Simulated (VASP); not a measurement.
# Al32C (a cell with a defect) in VASP: notebook

The runs below take Al32C (a cell with a defect) through single point, with PBE.

Program: VASP 6.6.1. These are calculated values, not measurements. Logs are shortened: lines on timing, memory, paths and dates and some standing lists are left out, and cuts for length are marked.

## (1) The cell of the first run

The cell holds a defect, 33 atoms: a = 8.100 Å, b = 8.100 Å, c = 8.100 Å, α = 90.00°, β = 90.00°, γ = 90.00°.

## (2) Single point, PBE

INCAR

```
SYSTEM = Al32C
ALGO     = Normal         ! electronic algorithm
EDIFF    = 1E-6           ! SCF threshold, eV
ENCUT    = 520            ! plane-wave cutoff, eV
GGA      = PE             ! functional
ISIF     = 2              ! what is computed and relaxed
ISMEAR   = -1             ! smearing method
LASPH    = .True.         ! aspherical terms in the spheres
LCHARG   = .False.        ! write CHGCAR
LREAL    = Auto         
LWAVE    = .False.        ! write WAVECAR
NBANDS   = 72             ! bands
NELM     = 100            ! most SCF steps
PREC     = Accurate       ! precision mode
SIGMA    = 0.1            ! smearing width, eV
```

KPOINTS

```
k-points
0
Gamma
  2 2 2
  0 0 0
```

POSCAR

```
Al32C
1.0
    8.1000000000      0.0000000000      0.0000000000
    0.0000000000      8.1000000000      0.0000000000
    0.0000000000      0.0000000000      8.1000000000
Al C
32 1
Direct
    0.5009843015      0.0040923176     -0.0039646760
    0.7496483718      0.2458222503     -0.0039336793
    0.7532896119      0.0022288353      0.2472048588
    0.0024356205      0.0020860031     -0.0019470336
    0.2481531975      0.2477835827     -0.0019460687
    0.4973128054      0.4969284427     -0.0020908236
    0.7532964816      0.7529448797     -0.0021058838
    0.2461227241      0.0040968751      0.2508705815
    0.4973159663      0.2476242107      0.2472121048
    0.7646291328      0.4856902121      0.2359153726
    0.4973161189      0.0022222655      0.5031977410
    0.7532697727      0.2476453401      0.5031792256
    0.7496509780      0.0040302572      0.7542839208
    0.0044272719      0.5005907130     -0.0039451277
    0.2461193407      0.7492789506     -0.0039722140
    0.0044271678      0.2458139440      0.2508724574
    0.2479997725      0.4969259053      0.2472027875
    0.4859139754      0.7643118781      0.2358215078
    0.0043957611      0.0040392449      0.4995511651
    0.2461295872      0.2457953130      0.4995513766
    0.4859376481      0.4856205316      0.5145496678
    0.7645452602      0.7641257046      0.5143932148
    0.2481535163      0.0020849402      0.7523470130
    0.5009856821      0.2457958821      0.7543405461
    0.7532630694      0.4969573532      0.7524868589
    0.0026280525      0.7529301690      0.2472092852
    0.0025905810      0.4969599714      0.5031705107
    0.2479911187      0.7529446672      0.5032071198
    0.0024227952      0.2477941844      0.7523356692
    0.2461256432      0.5005883382      0.7543442238
    0.4973165029      0.7529272683      0.7525172917
    0.0044040381      0.7492813619      0.7542994042
    0.6251014327      0.6248980069      0.3751007021
```

Potentials or basis: VASP PAW PBE potentials, release 64 (Al, C).

On the command line:

```sh
cat potpaw_PBE.64/Al/POTCAR potpaw_PBE.64/C/POTCAR > POTCAR
mpirun -np 1 vasp_std > vasp.out
```

OUTCAR:

```text
SYSTEM = Al32C
   EDIFF = 1E-6
   ENCUT = 520
   GGA = PE
   ISIF = 2
   ISMEAR = -1
   LASPH = .True.
   LREAL = Auto
   NELM = 100
   PREC = Accurate

 ion  position               nearest neighbor table
   1  0.501  0.004  0.996-  18 2.75  24 2.77   2 2.81  13 2.81  31 2.83   9 2.83  23 2.84   5 2.84
                             7 2.88   3 2.88  15 2.92   8 2.92
   2  0.750  0.246  0.996-  10 2.75  13 2.77  24 2.81   1 2.81  25 2.83   3 2.83  29 2.84   4 2.84
                             6 2.88   9 2.88  14 2.92  16 2.92
   3  0.753  0.002  0.247-  16 2.83   2 2.83   4 2.85   7 2.86  26 2.86   9 2.87  12 2.87  19 2.88
                             1 2.88  22 2.90  18 2.90  11 2.93
   4  0.002  0.002  0.998-   5 2.81  23 2.81  29 2.81  15 2.84   8 2.84   2 2.84  16 2.84  13 2.84
                            32 2.84   7 2.85   3 2.85  26 2.85
   5  0.248  0.248  0.998-  23 2.81   4 2.81  29 2.81   8 2.84  30 2.84   1 2.84  14 2.84  16 2.84
                            24 2.84  17 2.85   6 2.85   9 2.85
   6  0.497  0.497  0.998-  24 2.83  30 2.83   5 2.85  17 2.86   9 2.86  25 2.87  31 2.87   2 2.88
                            15 2.88  18 2.90  10 2.90   7 2.93
   7  0.753  0.753  0.998-  13 2.83  32 2.83   4 2.85   3 2.86  26 2.86  31 2.87  25 2.87   1 2.88
                            14 2.88  10 2.90  18 2.90   6 2.93
   8  0.246  0.004  0.251-  18 2.75  16 2.77  20 2.81  19 2.81  26 2.83   9 2.83   5 2.84   4 2.84
                            28 2.88  11 2.88  15 2.92   1 2.92
   9  0.497  0.248  0.247-   1 2.83   8 2.83   5 2.85   6 2.86  17 2.86   3 2.87  11 2.87   2 2.88
[... 32 lines left out ...]
                            32 2.88  22 2.90  21 2.90  31 2.93
  26  0.003  0.753  0.247-   8 2.83  15 2.83   4 2.85   3 2.86   7 2.86  28 2.87  17 2.87  19 2.88
                            14 2.88  10 2.90  22 2.90  27 2.93
  27  0.003  0.497  0.503-  20 2.83  30 2.83  29 2.85  12 2.86  25 2.86  17 2.87  28 2.87  16 2.88
                            32 2.88  22 2.90  10 2.90  26 2.93
  28  0.248  0.753  0.503-  32 2.83  19 2.83  23 2.85  11 2.86  31 2.86  26 2.87  27 2.87   8 2.88
                            30 2.88  21 2.90  18 2.90  17 2.93
  29  0.002  0.248  0.752-   4 2.81  23 2.81   5 2.81  20 2.84  30 2.84   2 2.84  14 2.84  13 2.84
                            19 2.84  12 2.85  25 2.85  27 2.85
  30  0.246  0.501  0.754-  21 2.75  14 2.77  15 2.81  32 2.81  27 2.83   6 2.83  29 2.84   5 2.84
                            28 2.88  31 2.88  20 2.92  24 2.92
  31  0.497  0.753  0.753-   1 2.83  15 2.83  23 2.85  11 2.86  28 2.86   7 2.87   6 2.87  13 2.88
                            30 2.88  21 2.90  22 2.90  25 2.93
  32  0.004  0.749  0.754-  22 2.75  15 2.77  30 2.81  14 2.81  28 2.83   7 2.83  23 2.84   4 2.84
                            27 2.88  25 2.88  13 2.92  19 2.92
  33  0.625  0.625  0.375-  18 1.95  21 1.95  10 1.95  22 1.95

  LATTYP: Found a simple cubic cell.
 ALAT       =     8.1000000000

  Lattice vectors:

 A1 = (   8.1000000000,   0.0000000000,   0.0000000000)
 A2 = (   0.0000000000,   8.1000000000,   0.0000000000)
 A3 = (   0.0000000000,   0.0000000000,   8.1000000000)

Analysis of symmetry for initial positions (statically):
=====================================================================
 Subroutine PRICEL returns:
 Original cell was already a primitive cell.

 Routine SETGRP: Setting up the symmetry group for a
 simple cubic supercell.

 Subroutine GETGRP returns: Found  1 space group operations
 (whereof  1 operations were pure point group operations)
 out of a pool of 48 trial point group operations.

The static configuration has the point symmetry C_1 .

Analysis of symmetry for dynamics (positions and initial velocities):
=====================================================================
 Subroutine PRICEL returns:
 Original cell was already a primitive cell.

 Routine SETGRP: Setting up the symmetry group for a
 simple cubic supercell.

 Subroutine GETGRP returns: Found  1 space group operations
 (whereof  1 operations were pure point group operations)
 out of a pool of 48 trial point group operations.

The dynamic configuration has the point symmetry C_1 .

 Subroutine INISYM returns: Found  1 space group operations
 (whereof  1 operations are pure point group operations),
 and found     1 'primitive' translations

----------------------------------------------------------------------------------------

                                     Primitive cell

  volume of cell :     531.4410

  direct lattice vectors                    reciprocal lattice vectors
[... 82 lines left out ...]
Automatic generation of k-mesh.
 Grid dimensions read from file:
 generate k-points for:    2    2    2

 Generating k-lattice:

  Cartesian coordinates                     Fractional coordinates (reciprocal lattice)
     0.061728395  0.000000000  0.000000000     0.500000000  0.000000000  0.000000000
     0.000000000  0.061728395  0.000000000     0.000000000  0.500000000  0.000000000
     0.000000000  0.000000000  0.061728395     0.000000000  0.000000000  0.500000000

  Length of vectors
     0.061728395  0.061728395  0.061728395

  Shift w.r.t. Gamma in fractional coordinates (k-lattice)
     0.000000000  0.000000000  0.000000000

 Subroutine IBZKPT returns following result:
 ===========================================

 Found      8 irreducible k-points:

 Following reciprocal coordinates:
            Coordinates               Weight
  0.000000  0.000000  0.000000      1.000000
  0.500000  0.000000  0.000000      1.000000
  0.000000  0.500000  0.000000      1.000000
  0.000000  0.000000  0.500000      1.000000
  0.500000  0.500000  0.000000      1.000000
  0.000000  0.500000  0.500000      1.000000
  0.500000  0.000000  0.500000      1.000000
  0.500000  0.500000  0.500000      1.000000
   k-points           NKPTS =      8   k-points in BZ     NKDIM =      8   number of bands    NBANDS=     72
   number of dos      NEDOS =    301   number of ions     NIONS =     33
   total plane-waves  NPLWV = 216000
   dimension x,y,z NGX =    60 NGY =   60 NGZ =   60
   dimension x,y,z NGXF=   120 NGYF=  120 NGZF=  120
   ions per type =              32   1
   NGX,Y,Z   is equivalent  to a cutoff of  12.31, 12.31, 12.31 a.u.
   NGXF,Y,Z  is equivalent  to a cutoff of  24.63, 24.63, 24.63 a.u.
 SYSTEM =  Al32C
   PREC   = accura    normal or accurate (medium, high low for compatibility)
   ISTART =      0    job   : 0-new  1-cont  2-samecut
   ICHARG =      2    charge: 1-file 2-atom 10-const
   ISPIN  =      1    spin polarized calculation?
   LNONCOLLINEAR =      F non collinear calculations
   LSORBIT =      F    spin-orbit coupling
   LASPH  =      T    aspherical Exc in radial PAW
   ENCUT  =  520.0 eV  38.22 Ry    6.18 a.u.  15.06 15.06 15.06*2*pi/ulx,y,z
   NELM   =    100;   NELMIN=  2; NELMDL= -5     # of ELM steps
   EDIFF  = 0.1E-05   stopping-criterion for ELM
   LREAL  =      T    real-space projection
   EDIFFG = 0.1E-04   stopping-criterion for IOM
   NSW    =      0    number of steps for IOM
   IBRION =     -1    ionic relax: 0-MD 1-quasi-New 2-CG
   NFREE  =      0    steps in history (QN), initial steepest desc. (CG)
   ISIF   =      2    stress and relaxation
   ISYM   =      2    0-nonsym 1-usesym 2-fastsym
   POTIM  = 0.5000    time-step for ionic-motion
   TEBEG  =    0.0;   TEEND  =   0.0 temperature during run
   PSTRESS=    0.0 pullay stress
   NELECT =     100.0000    total number of electrons
   NUPDOWN=      -1.0000    fix difference up-down
   EMIN   =  10.00;   EMAX   =-10.00  energy-range for DOS
   EFERMI =   0.00;   METHOD = LEGACY
   ISMEAR =    -1;   SIGMA  =   0.10  broadening in eV -4-tet -1-fermi 0-gaus
   EFERMI_NEDOS =   21; number of points for ismear=-14 and -15
   IALGO  =     38    algorithm
   IMIX   =      4    mixing-type and parameters
     AMIX     =   0.40;   BMIX     =  1.00
     AMIX_MAG =   1.60;   BMIX_MAG =  1.00
  volume/ion in A,a.u.               =      16.10       108.68
  Fermi-wavevector in a.u.,A,eV,Ry     =   0.938116  1.772782 11.973962  0.880061
  Thomas-Fermi vector in A             =   2.065295
   LORBIT       =      0    0 simple, 1 ext, 2 COOP (PROOUT), +10 PAW based schemes
   GGA     = PE    functional components
   LHFCALC =     F    Hartree Fock is set to
   AEXX    =    0.0000 exact exchange contribution
   IVDW    =     0    specifies the selected vdW correction
   LEPSILON=     F    determine dielectric tensor
   LRPA    =     F    only Hartree local field effects (RPA)
 non-spin polarized calculation
  energy-cutoff  :      520.00
  volume of cell :      531.44
 maximum number of plane-waves:     14400
   NGX = 31   NGY = 31   NGZ = 31

 number of electron     100.0000001 magnetization

 Free energy of the ion-electron system (eV)
  ---------------------------------------------------
  ext. energy  EPLUGINS =         0.00000000
  ---------------------------------------------------
  free energy    TOTEN  =      -127.65429039 eV

  energy without entropy =     -127.22242956  energy(sigma->0) =     -127.43835998

 E-fermi :   7.7125     XC(G=0): -10.2387

 val. band max:        7.6100836747   @ k =   0.0000   0.5000   0.0000
 cond. band min:       7.7800643596   @ k =   0.0000   0.5000   0.0000
 fundamental gap:      0.1699806850
 Fermi energy:         7.7125263991

 k-point     1 :       0.0000    0.0000    0.0000
  band No.  band energies     occupation
      1      -4.1544      2.00000
      2      -2.7082      2.00000
      3      -0.9337      2.00000
      4      -0.9335      2.00000
      5      -0.9334      2.00000
      6      -0.9040      2.00000
[... 509 lines left out ...]
     61      11.3166      0.00000
     62      11.3169      0.00000
 [bands above 62 left out]

------------------------ aborting loop because EDIFF is reached ----------------------------------------

  FORCE on cell =-STRESS in cart. coord.  units (eV):
  Direction    XX          YY          ZZ          XY          YZ          ZX
  --------------------------------------------------------------------------------------
  -------------------------------------------------------------------------------------
  Total        3.9402833      3.9395310      3.9369031     -0.0034631     -0.0063193      0.0019856
  in kB       11.8790845     11.8768164     11.8688939     -0.0104404     -0.0190514      0.0059862
  external PRESSURE =      11.8749316 kB  Pullay stress =       0.0000000 kB

 VOLUME and BASIS-vectors are now :
 -----------------------------------------------------------------------------
  energy-cutoff  :      520.00
  volume of cell :      531.44
      direct lattice vectors                 reciprocal lattice vectors
     8.100000000  0.000000000  0.000000000     0.123456790  0.000000000  0.000000000
     0.000000000  8.100000000  0.000000000     0.000000000  0.123456790  0.000000000
     0.000000000  0.000000000  8.100000000     0.000000000  0.000000000  0.123456790

 POSITION                                       TOTAL-FORCE (eV/Angst)
 -----------------------------------------------------------------------------------
      4.05797      0.03315      8.06789        -0.000095     -0.002545      0.002734
      6.07215      1.99116      8.06814         0.000343      0.000826      0.001919
      6.10165      0.01805      2.00236         0.002399      0.000803     -0.002278
      0.01973      0.01690      8.08423         0.002508      0.001841     -0.001046
      2.01004      2.00705      8.08424        -0.002385     -0.002680     -0.002558
      4.02823      4.02512      8.08306        -0.003219     -0.002383     -0.001698
[... 25 lines left out ...]
      0.03567      6.06918      6.10983        -0.002119      0.000219     -0.001820
      5.06332      5.06167      3.03832        -0.002077      0.003721     -0.002772
 -----------------------------------------------------------------------------------
    total drift:                               -0.004759      0.006924     -0.003713

  FREE ENERGIE OF THE ION-ELECTRON SYSTEM (eV)
  ---------------------------------------------------
  free  energy   TOTEN  =      -127.6542903881 eV

  energy  without entropy=     -127.2224295647  energy(sigma->0) =     -127.43835998
```

Wall time 5.3 min (1 thread of Intel Xeon Platinum 8259CL at 2.50GHz (Skylake/Cascade Lake), shared host); peak memory 0.57 GiB.

Results:

| Item | Value |
| --- | --- |
| Free energy | -127.6543 eV |
| Pressure | 1.2 GPa |
| Largest force | 0.005 eV/Å |
| Band gap on the k mesh | zero (bands 50 and 51 overlap by 0.81 eV) |

Forces on the atoms (eV/Å):
```
Al   0.000 -0.003  0.003
Al   0.000  0.001  0.002
Al   0.002  0.001 -0.002
Al   0.003  0.002 -0.001
Al  -0.002 -0.003 -0.003
Al  -0.003 -0.002 -0.002
Al   0.002  0.002 -0.001
Al   0.003 -0.002  0.001
Al  -0.003 -0.003 -0.002
Al   0.002 -0.002  0.000
Al  -0.003  0.001  0.002
Al   0.002  0.000  0.002
Al  -0.001 -0.001  0.000
Al  -0.001  0.000  0.001
Al   0.002 -0.001  0.002
Al  -0.003  0.002 -0.001
Al  -0.002 -0.003 -0.003
Al  -0.001  0.001 -0.001
Al  -0.001 -0.001 -0.001
Al   0.002  0.001 -0.001
Al   0.001 -0.001  0.002
Al   0.002  0.001  0.001
Al  -0.001  0.002  0.003
Al  -0.001  0.002 -0.002
Al   0.003 -0.002  0.001
Al   0.003  0.000 -0.002
Al   0.001 -0.002  0.002
Al  -0.001  0.003  0.002
Al   0.002 -0.002  0.002
Al   0.002  0.001 -0.002
Al  -0.003  0.001  0.002
Al  -0.002  0.000 -0.002
C   -0.002  0.004 -0.003
```

Levels at points of the mesh, in eV from the Fermi level:
| k point | band 47 | band 48 | band 49 | band 50 | band 51 | band 52 |
| --- | --- | --- | --- | --- | --- | --- |
| (0.00, 0.00, 0.00) | -0.26 | -0.26 | 0.35 | 0.35 | 0.35 | 0.81 |
| (0.50, 0.00, 0.00) | -0.27 | -0.26 | -0.18 | -0.10 | -0.10 | 0.07 |
| (0.00, 0.50, 0.00) | -0.27 | -0.26 | -0.18 | -0.10 | -0.10 | 0.07 |
| (0.00, 0.00, 0.50) | -0.27 | -0.26 | -0.18 | -0.10 | -0.10 | 0.07 |
| (0.50, 0.50, 0.00) | -0.28 | -0.25 | 0.11 | 0.11 | 0.68 | 0.98 |
| (0.00, 0.50, 0.50) | -0.28 | -0.25 | 0.11 | 0.11 | 0.68 | 0.98 |
| (0.50, 0.00, 0.50) | -0.28 | -0.25 | 0.11 | 0.11 | 0.68 | 0.98 |
| (0.50, 0.50, 0.50) | -0.47 | -0.47 | -0.47 | -0.47 | -0.47 | -0.41 |

Caveat: the k points lie up to 0.39 Å⁻¹ apart, too coarse for converged energies and pressures of a metal.

[end of part 1 of 2]

The gap in the log of VASP goes by the Fermi energy; the results here count the filled bands.